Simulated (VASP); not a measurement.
The system is InWS4.

```
In W S
1.0
     4.91402    0.00000    0.00000
     0.00000    4.91402    0.00000
     0.00000    0.00000    5.68423
In W S
1 1 4
Direct
  0.50000 0.50000 0.00000
  0.50000 0.50000 0.50000
  0.00000 0.00000 0.50000
  0.00000 0.50000 0.00000
  0.50000 0.00000 0.00000
  0.00000 0.00000 0.00000
```

The cell was built from a structure type or drawn by symmetry, and may not be a known phase.

| Quantity | Value |
| --- | --- |
| Program | VASP 6.6.1 |
| Task | relaxation of cell and atoms |
| Functional | PBE |
| Potentials or basis | VASP PAW PBE potentials, release 64 (In_d, W_sv, S) |
| Cutoff | 600 eV |
| k mesh | 4 × 4 × 4 |
| Occupations | gaussian, width 0.1 eV |
| Spin | collinear spin |
| Starting moments | [0.0, 3.07, -0.3, 0.0, 0.0, 0.0] μB |

At the start: pressure 0.6 GPa; volume 22.88 Å³/atom.

Task: How do energy, volume and symmetry change on relaxing?

Result: Over 4 steps the energy falls by 6.6 meV/atom and the volume is 22.92 Å³/atom (+0.2 %); space group P4/mmm (No. 123, to 0.1 Å) before and after; moment 3.63 μB per cell.

The path:
| step | energy change (eV) | largest force (eV/Å) | pressure (GPa) | volume (Å³) |
| --- | --- | --- | --- | --- |
| 1 | 0.0000 | 0.0000 | 0.57 | 137.26 |
| 2 | -0.0325 | 0.0000 | -0.41 | 138.85 |
| 3 | -0.0347 | 0.0000 | -0.70 | 139.33 |
| 4 | -0.0399 | 0.0000 | -0.03 | 137.52 |

Final structure:
```
CELL_PARAMETERS angstrom
4.98162 0.00000 0.00000
0.00000 4.98162 0.00000
0.00000 0.00000 5.54142
ATOMIC_POSITIONS crystal
In 0.50000 0.50000 0.00000
W 0.50000 0.50000 0.50000
S 0.00000 0.00000 0.50000
S 0.00000 0.50000 0.00000
S 0.50000 0.00000 0.00000
S 0.00000 0.00000 0.00000
```

Caveat: the highest band is partly filled, so the run has too few bands.
